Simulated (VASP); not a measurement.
# Ge (C2/c) in VASP: single point with LDA

Aim: the single point of Ge with LDA.

Program: VASP 6.6.1. These are calculated values, not measurements. Logs are shortened: lines on timing, memory, paths and dates and some standing lists are left out, and cuts for length are marked.

## (1) The cell of the first run

It takes space group C2/c (No. 15, monoclinic). Conventional cell: a = 5.556 Å, b = 5.556 Å, c = 3.999 Å, α = 90.00°, β = 134.00°, γ = 90.00°. Ge (site symmetry 2) has 4 Ge at 2.36 to 2.51 Å within 3.1 Å.

## (2) Single point, LDA (atoms displaced along a vibrational mode, the cell strained)

The input, INCAR:

```
  ALGO = Normal
  EDIFF = 1E-6
  ENCUT = 520
  GGA = CA
  ISIF = 2
  ISMEAR = 0
  LASPH = True
  LCHARG = False
  LREAL = False
  LWAVE = False
  NBANDS = 21
  NELM = 60
  PREC = Accurate
  SIGMA = 0.15
```

The input, KPOINTS:

```
k-points
0
Gamma
  14 14 14
```

The input, POSCAR:

```
Ge
1.0
    0.0000000000      2.7779676512      2.8762020514
    2.7779676512      0.0000000000      2.8762020514
    2.7779676512      2.7779676512      0.0000000000
Ge
2
Direct
    0.5116696391      0.4883303609      0.4883303609
    0.7383303609      0.7616696391      0.7616696391
```

Potentials or basis: VASP PAW LDA potentials, release 64 (Ge_d).

Started as:

```bash
$ cat potpaw_LDA.64/Ge_d/POTCAR > POTCAR
$ mpirun -np 1 vasp_std > vasp.out
```

OUTCAR:

```text
EDIFF = 1E-6
   ENCUT = 520
   GGA = CA
   ISIF = 2
   ISMEAR = 0
   LASPH = True
   LREAL = False
   NELM = 60
   PREC = Accurate

 ion  position               nearest neighbor table
   1  0.512  0.488  0.488-   2 2.36   2 2.36   2 2.51   2 2.51
   2  0.738  0.762  0.762-   1 2.36   1 2.36   1 2.51   1 2.51

  LATTYP: Found a body centered tetragonal cell.
 ALAT       =     3.9286395282
 C/A-ratio  =     1.4642229356

  Lattice vectors:

 A1 = (  -2.7779676512,   0.0000000000,   2.8762020514)
 A2 = (   2.7779676512,   0.0000000000,   2.8762020514)
 A3 = (   0.0000000000,   2.7779676512,  -2.8762020514)

Analysis of symmetry for initial positions (statically):
=====================================================================
 Subroutine PRICEL returns:
 Original cell was already a primitive cell.

 Routine SETGRP: Setting up the symmetry group for a
 body centered tetragonal supercell.

 Subroutine GETGRP returns: Found  4 space group operations
 (whereof  2 operations were pure point group operations)
 out of a pool of 16 trial point group operations.

The static configuration has the point symmetry C_2 .
 The point group associated with its full space group is C_2h.

Analysis of symmetry for dynamics (positions and initial velocities):
=====================================================================
 Subroutine PRICEL returns:
 Original cell was already a primitive cell.

 Routine SETGRP: Setting up the symmetry group for a
 body centered tetragonal supercell.

 Subroutine GETGRP returns: Found  4 space group operations
 (whereof  2 operations were pure point group operations)
 out of a pool of 16 trial point group operations.

The dynamic configuration has the point symmetry C_2 .
 The point group associated with its full space group is C_2h.

 Subroutine INISYM returns: Found  4 space group operations
 (whereof  2 operations are pure point group operations),
 and found     1 'primitive' translations

----------------------------------------------------------------------------------------

                                     Primitive cell

  volume of cell :      44.3919

  direct lattice vectors                    reciprocal lattice vectors
     0.000000000  2.777967651  2.876202051    -0.179987697  0.179987697  0.173840360
     2.777967651  0.000000000  2.876202051     0.179987697 -0.179987697  0.173840360
     2.777967651  2.777967651  0.000000000     0.179987697  0.179987697 -0.173840360

  length of vectors
     3.998705104  3.998705104  3.928639528     0.308239538  0.308239538  0.308239538

  position of ions in fractional coordinates (direct lattice)
     0.511669639  0.488330361  0.488330361
     0.738330361  0.761669639  0.761669639

  ion indices of the primitive-cell ions
   primitive index   ion index
                 1           1
                 2           2

----------------------------------------------------------------------------------------

 KPOINTS: k-points

Automatic generation of k-mesh.
 Grid dimensions read from file:
 generate k-points for:   14   14   14

 Generating k-lattice:

  Cartesian coordinates                     Fractional coordinates (reciprocal lattice)
    -0.012856264  0.012856264  0.012417169     0.071428571 -0.000000000  0.000000000
     0.012856264 -0.012856264  0.012417169    -0.000000000  0.071428571  0.000000000
     0.012856264  0.012856264 -0.012417169     0.000000000  0.000000000  0.071428571

  Length of vectors
     0.022017110  0.022017110  0.022017110

  Shift w.r.t. Gamma in fractional coordinates (k-lattice)
     0.000000000  0.000000000  0.000000000

 Subroutine IBZKPT returns following result:
 ===========================================

 Found    744 irreducible k-points:

 Following reciprocal coordinates:
            Coordinates               Weight
  0.000000  0.000000  0.000000      1.000000
  0.071429 -0.000000  0.000000      4.000000
  0.000000  0.000000 -0.071429      4.000000
  0.142857  0.000000  0.000000      4.000000
  0.000000  0.000000 -0.142857      4.000000
  0.214286 -0.000000  0.000000      4.000000
[... 16 lines left out ...]
  0.357143  0.071429  0.000000      4.000000
  0.071429  0.071429 -0.285714      4.000000
 [... further k-points ...]
   k-points           NKPTS =    744   k-points in BZ     NKDIM =    744   number of bands    NBANDS=     21
   number of dos      NEDOS =    301   number of ions     NIONS =      2
   total plane-waves  NPLWV =  27000
   dimension x,y,z NGX =    30 NGY =   30 NGZ =   30
   dimension x,y,z NGXF=    60 NGYF=   60 NGZF=   60
   ions per type =               2
   NGX,Y,Z   is equivalent  to a cutoff of  12.47, 12.47, 12.69 a.u.
   NGXF,Y,Z  is equivalent  to a cutoff of  24.94, 24.94, 25.39 a.u.
 SYSTEM =  unknown system
   PREC   = accura    normal or accurate (medium, high low for compatibility)
   ISTART =      0    job   : 0-new  1-cont  2-samecut
   ICHARG =      2    charge: 1-file 2-atom 10-const
   ISPIN  =      1    spin polarized calculation?
   LNONCOLLINEAR =      F non collinear calculations
   LSORBIT =      F    spin-orbit coupling
   LASPH  =      T    aspherical Exc in radial PAW
   ENCUT  =  520.0 eV  38.22 Ry    6.18 a.u.   7.43  7.43  7.30*2*pi/ulx,y,z
   NELM   =     60;   NELMIN=  2; NELMDL= -5     # of ELM steps
   EDIFF  = 0.1E-05   stopping-criterion for ELM
   LREAL  =      F    real-space projection
   EDIFFG = 0.1E-04   stopping-criterion for IOM
   NSW    =      0    number of steps for IOM
   IBRION =     -1    ionic relax: 0-MD 1-quasi-New 2-CG
   NFREE  =      0    steps in history (QN), initial steepest desc. (CG)
   ISIF   =      2    stress and relaxation
   ISYM   =      2    0-nonsym 1-usesym 2-fastsym
   POTIM  = 0.5000    time-step for ionic-motion
   TEBEG  =    0.0;   TEEND  =   0.0 temperature during run
   PSTRESS=    0.0 pullay stress
   NELECT =      28.0000    total number of electrons
   NUPDOWN=      -1.0000    fix difference up-down
   EMIN   =  10.00;   EMAX   =-10.00  energy-range for DOS
   EFERMI =   0.00;   METHOD = LEGACY
   ISMEAR =     0;   SIGMA  =   0.15  broadening in eV -4-tet -1-fermi 0-gaus
   EFERMI_NEDOS =   21; number of points for ismear=-14 and -15
   IALGO  =     38    algorithm
   IMIX   =      4    mixing-type and parameters
     AMIX     =   0.40;   BMIX     =  1.00
     AMIX_MAG =   1.60;   BMIX_MAG =  1.00
  volume/ion in A,a.u.               =      22.20       149.79
  Fermi-wavevector in a.u.,A,eV,Ry     =   1.403976  2.653129 26.819093  1.971148
  Thomas-Fermi vector in A             =   2.526584
   LORBIT       =      0    0 simple, 1 ext, 2 COOP (PROOUT), +10 PAW based schemes
   GGA     = CA    functional components
   LHFCALC =     F    Hartree Fock is set to
   AEXX    =    0.0000 exact exchange contribution
   IVDW    =     0    specifies the selected vdW correction
   LEPSILON=     F    determine dielectric tensor
   LRPA    =     F    only Hartree local field effects (RPA)
 non-spin polarized calculation
 Gauss-broadening in eV      SIGMA  =   0.15
  energy-cutoff  :      520.00
  volume of cell :       44.39
 maximum number of plane-waves:      1223
 NGX is ok and might be reduce to    30
   NGX = 15   NGY = 15   NGZ = 15

 number of electron      27.9999991 magnetization

 Free energy of the ion-electron system (eV)
  ---------------------------------------------------
  ext. energy  EPLUGINS =         0.00000000
  ---------------------------------------------------
  free energy    TOTEN  =       -10.28973705 eV

  energy without entropy =      -10.28859937  energy(sigma->0) =      -10.28916821

 E-fermi :   5.0668     XC(G=0): -10.3849

 val. band max:        5.0598769009   @ k =  -0.0714   0.0714   0.0000
 cond. band min:       5.0807731231   @ k =   0.0000   0.5000   0.5000
 fundamental gap:      0.0208962223
 Fermi energy:         5.0667548916

 k-point     1 :       0.0000    0.0000    0.0000
  band No.  band energies     occupation
      1     -20.0967      2.00000
      2     -20.0872      2.00000
      3     -20.0403      2.00000
      4     -20.0397      2.00000
      5     -20.0301      2.00000
      6     -19.8316      2.00000
[... 13 lines left out ...]
     20      14.1264      0.00000
     21      14.9024      0.00000

 k-point     2 :       0.0714   -0.0000    0.0000
  band No.  band energies     occupation
      1     -20.0985      2.00000
      2     -20.0877      2.00000
      3     -20.0404      2.00000
      4     -20.0361      2.00000
      5     -20.0272      2.00000
      6     -19.8328      2.00000
[... 13 lines left out ...]
     20      13.6960      0.00000
     21      14.3433      0.00000

 k-point     3 :       0.0000    0.0000   -0.0714
  band No.  band energies     occupation
      1     -20.1006      2.00000
      2     -20.0892      2.00000
      3     -20.0522      2.00000
      4     -20.0261      2.00000
      5     -20.0241      2.00000
      6     -19.8346      2.00000
[... 13 lines left out ...]
     20      13.6038      0.00000
     21      14.2978      0.00000

 k-point     4 :       0.1429    0.0000    0.0000
  band No.  band energies     occupation
      1     -20.1028      2.00000
      2     -20.0889      2.00000
      3     -20.0380      2.00000
      4     -20.0290      2.00000
      5     -20.0203      2.00000
      6     -19.8365      2.00000
[... 13 lines left out ...]
     20      13.2701      0.00000
     21      13.7599      0.00000

 k-point     5 :       0.0000    0.0000   -0.1429
  band No.  band energies     occupation
      1     -20.1102      2.00000
      2     -20.0927      2.00000
      3     -20.0617      2.00000
      4     -20.0120      2.00000
      5     -20.0114      2.00000
      6     -19.8416      2.00000
[... 13 lines left out ...]
     20      13.0893      0.00000
     21      13.6179      0.00000
[... 382 lines left out ...]
     20      13.5538      0.00000
     21      14.3738      0.00000

 k-point    22 :       0.0714    0.0714   -0.2143
  band No.  band energies     occupation
      1     -20.1262      2.00000
      2     -20.1078      2.00000
      3     -20.0734      2.00000
      4     -19.9926      2.00000
      5     -19.9794      2.00000
      6     -19.8703      2.00000
[... 13 lines left out ...]
     20      13.4055      0.00000
     21      13.9883      0.00000

 k-point    23 :       0.3571    0.0714    0.0000
  band No.  band energies     occupation
      1     -20.1183      2.00000
      2     -20.0926      2.00000
      3     -20.0283      2.00000
      4     -19.9976      2.00000
      5     -19.9928      2.00000
      6     -19.8730      2.00000
[... 13 lines left out ...]
     20      13.9162      0.00000
     21      14.9174      0.00000

 k-point    24 :       0.0714    0.0714   -0.2857
  band No.  band energies     occupation
      1     -20.1326      2.00000
      2     -20.1123      2.00000
      3     -20.0737      2.00000
      4     -19.9853      2.00000
      5     -19.9737      2.00000
      6     -19.8720      2.00000
[... 13 lines left out ...]
     20      13.6153      0.00000
     21      14.4660      0.00000

 [... further k-points ...]

------------------------ aborting loop because EDIFF is reached ----------------------------------------

  FORCE on cell =-STRESS in cart. coord.  units (eV):
  Direction    XX          YY          ZZ          XY          YZ          ZX
  --------------------------------------------------------------------------------------
  -------------------------------------------------------------------------------------
  Total        0.3160083      0.5445227     -0.1818575      0.0000000     -1.1815779      0.0000000
  in kB       11.4052647     19.6527279     -6.5635393      0.0000000    -42.6451050      0.0000000
  external PRESSURE =       8.1648178 kB  Pullay stress =       0.0000000 kB

 VOLUME and BASIS-vectors are now :
 -----------------------------------------------------------------------------
  energy-cutoff  :      520.00
  volume of cell :       44.39
      direct lattice vectors                 reciprocal lattice vectors
     0.000000000  2.777967651  2.876202051    -0.179987697  0.179987697  0.173840360
     2.777967651  0.000000000  2.876202051     0.179987697 -0.179987697  0.173840360
     2.777967651  2.777967651  0.000000000     0.179987697  0.179987697 -0.173840360

 POSITION                                       TOTAL-FORCE (eV/Angst)
 -----------------------------------------------------------------------------------
      2.71313      2.77797      2.87620         1.425998      0.000000      0.000000
      4.23179      4.16695      4.31430        -1.425998      0.000000      0.000000
 -----------------------------------------------------------------------------------
    total drift:                                0.000000      0.000000     -0.000000

  FREE ENERGIE OF THE ION-ELECTRON SYSTEM (eV)
  ---------------------------------------------------
  free  energy   TOTEN  =       -10.2897370504 eV

  energy  without entropy=      -10.2885993659  energy(sigma->0) =      -10.28916821
```

It took 5.3 min on 1 thread of AMD EPYC 9R14 (Zen 4), shared host; peak memory 0.55 GiB.

Results:

* Free energy: -10.2897 eV
* Pressure: 0.8 GPa
* Largest force: 1.426 eV/Å
* Band gap on the k mesh: zero (bands 14 and 15 overlap by 0.50 eV)

Forces on the atoms (eV/Å):
```
Ge   1.426  0.000  0.000
Ge  -1.426  0.000  0.000
```

Caveat: the cell differs from its parent crystal (atoms displaced along a vibrational mode, the cell strained); semilocal functionals underestimate gaps, and a narrow one can read as zero; forces of over 1 eV/Å act on the atoms, so gaps and moduli don't describe the material at rest.

The gap in the log of VASP goes by the Fermi energy; the results here count the filled bands.